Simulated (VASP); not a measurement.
Input of a VASP 6.6.1 run:

POSCAR

```
ZnS
1.0
    0.0000000000      2.7199900887      2.7199900887
    2.7199900887      0.0000000000      2.7199900887
    2.7199900887      2.7199900887      0.0000000000
Zn S
1 1
Direct
    0.0000000000      0.0000000000      0.0000000000
    0.2500000000      0.2500000000      0.2500000000
```

Contents of INCAR.step1:

```
SYSTEM = ZnS
ALGO = Normal
EDIFF = 1E-4
ENCUT = 600
GGA = PE
ISMEAR = 0
LASPH = .TRUE.
LCHARG = .FALSE.
LREAL = .FALSE.
LWAVE = .TRUE.
NELM = 80
PREC = Accurate
SIGMA = 0.02
```

INCAR.step2

```
SYSTEM = ZnS
ALGO = Normal
EDIFF = 1E-6
EDIFFG = -0.008
ENCUT = 600
IBRION = 2
ISIF = 3
ISMEAR = 0
ISTART = 1
LASPH = .TRUE.
LCHARG = .FALSE.
LMIXTAU = .TRUE.
LREAL = .FALSE.
LWAVE = .FALSE.
METAGGA = R2SCAN
NELM = 80
NSW = 70
PREC = Accurate
PSTRESS = -30.0
SIGMA = 0.02
```

The input KPOINTS:

```
k-points
0
G
  8 8 8
  0 0 0
```

Potentials or basis: VASP PAW PBE potentials, release 64 (Zn, S).

Launch:

```sh
$ cat potpaw_PBE.64/Zn/POTCAR potpaw_PBE.64/S/POTCAR > POTCAR
$ cp INCAR.step1 INCAR
$ mpirun -np 1 vasp_std > vasp.out
$ cp INCAR.step2 INCAR
$ mpirun -np 1 vasp_std > vasp.out
```

Task: What does it give for the band gap on the k mesh?

Result: 2.52 eV, direct.

Task: Predict the space group after relaxing (to 0.05 Å).

Result: F-43m (No. 216).

The path:
| step | energy change (eV) | largest force (eV/Å) | pressure (GPa) | volume (Å³) |
| --- | --- | --- | --- | --- |
| 1 | 0.0000 | 0.0000 | -2.07 | 40.25 |
| 2 | 0.0117 | 0.0000 | -3.20 | 40.93 |
| 3 | 0.0080 | 0.0000 | -2.90 | 40.74 |
| 4 | 0.0091 | 0.0000 | -2.98 | 40.80 |

Caveat: the cell is relaxed towards a set pressure, so the enthalpy falls and the energy may rise; the PAW data sets were made with another functional, which shifts forces and pressure a little. r2SCAN opens gaps a little over a GGA but as a rule still falls short of measured ones.
